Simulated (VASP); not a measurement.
The system is Ta2BeP4.

```
Ta Be P
1.0
     4.12158    0.00000    0.00000
     0.00000    4.12158    0.00000
     0.00000    0.00000    5.82880
Ta Be P
2 1 4
Direct
  0.50000 0.50000 0.00000
  0.00000 0.00000 0.50000
  0.00000 0.00000 0.00000
  0.50000 0.00000 0.25000
  0.00000 0.50000 0.25000
  0.50000 0.00000 0.75000
  0.00000 0.50000 0.75000
```

* Program: VASP 6.6.1
* Task: relaxation of cell and atoms
* Functional: PBE
* Potentials or basis: VASP PAW PBE potentials, release 64 (Ta_pv, Be, P)
* Cutoff: 600 eV
* k mesh: 4 × 4 × 4
* Occupations: gaussian, width 0.1 eV
* Spin: no spin polarisation

At the start: pressure 19.8 GPa; volume 14.15 Å³/atom.

Q: Where does the relaxation end?

A: Over 34 steps the energy falls by 285.2 meV/atom and the volume is 14.59 Å³/atom (+3.1 %); space group P4/mmm (No. 123, to 0.05 Å).

Step by step:
```csv
step,energy change (eV),largest force (eV/Å),pressure (GPa),volume (Å³)
1,0.0000,0.1100,19.80,99.02
2,-0.0346,0.1352,-13.04,126.24
3,-0.6992,0.0326,-0.28,111.73
4,-0.6994,0.0304,0.02,111.47
5,-0.7008,0.0150,0.01,111.46
6,-0.7097,0.0348,-0.08,111.45
7,-0.7371,0.1393,-0.29,111.42
8,-0.8327,0.3173,-0.43,111.30
9,-1.0420,0.6504,-0.95,110.87
10,-1.2301,1.3232,-2.30,109.29
11,-1.2247,1.4682,-2.21,108.83
12,-1.2321,1.3686,-2.29,109.15
13,-1.2321,1.3690,-2.29,109.15
14,-1.2322,1.3704,-2.30,109.15
15,-1.2324,1.3728,-2.31,109.14
16,-1.2328,1.3775,-2.33,109.14
17,-1.2331,1.3871,-2.37,109.13
18,-1.2332,1.3920,-2.39,109.13
19,-1.2336,1.3911,-2.40,109.12
20,-1.2348,1.3888,-2.41,109.12
21,-1.2371,1.3869,-2.38,109.10
22,-1.2419,1.3811,-2.37,109.06
23,-1.2512,1.3694,-2.34,108.99
24,-1.2698,1.3466,-2.29,108.85
25,-1.3059,1.2999,-2.16,108.57
26,-1.3742,1.2089,-1.89,108.01
27,-1.4965,1.0582,-1.27,106.89
28,-1.7021,0.8464,0.20,104.66
29,-1.9119,0.0957,4.67,100.24
30,-1.9840,0.1059,0.43,102.35
31,-1.9861,0.1482,-0.47,102.85
32,-1.9862,0.1449,-0.38,102.80
33,-1.9913,0.1042,-0.24,102.58
34,-1.9961,0.0185,0.09,102.11
```

Final structure:
```cif
data_structure
_symmetry_space_group_name_H-M 'P 1'
_symmetry_Int_Tables_number 1
_cell_length_a 3.7070
_cell_length_b 3.7070
_cell_length_c 7.4304
_cell_angle_alpha 90.000
_cell_angle_beta 90.000
_cell_angle_gamma 90.000
_cell_volume 102.11
loop_
_atom_site_label
_atom_site_type_symbol
_atom_site_fract_x
_atom_site_fract_y
_atom_site_fract_z
_atom_site_occupancy
Ta1 Ta 0.50000 0.50000 0.00000 1
Ta2 Ta 0.00000 0.00000 0.50000 1
Be1 Be 0.00000 0.00000 0.00000 1
P1 P 0.50000 0.00000 0.25512 1
P2 P 0.00000 0.50000 0.25512 1
P3 P 0.50000 0.00000 0.74488 1
P4 P 0.00000 0.50000 0.74488 1
```

Caveat: the k points lie up to 0.42 Å⁻¹ apart in the final cell.
